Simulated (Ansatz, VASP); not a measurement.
# One calculation of SnSe2, two programs

```
Sn Se
1.0
     3.82516    0.00000    0.00000
    -1.91258    3.31269    0.00000
     0.00000    0.00000    6.22706
Sn Se
1 2
Direct
  0.00000 0.00000 0.00000
  0.33333 0.66667 0.25308
  0.66667 0.33333 0.74692
```

Alike in both runs: task single point; functional PBE; k mesh 6 × 6 × 4; no spin polarisation.

|  | VASP | Ansatz |
| --- | --- | --- |
| version | VASP 6.6.1 | Ansatz 0.2.0 |
| potentials or method | VASP PAW PBE potentials, release 64 (Sn_d, Se) | plane waves, PAW |
| plane-wave cutoff (eV) | 520 | 420 |
| occupations | gaussian, width 0.01 eV | fixed |
| valence electrons in the cell | 26 | 46 |

```tsv
	VASP	Ansatz	Ansatz less VASP
gap on the k mesh at the Fermi level (eV)	0.79	0.79	+0.002
```

VASP's potentials hold 26 valence electrons a cell and Ansatz's 46, so a difference there can come from the potentials and not from the codes.
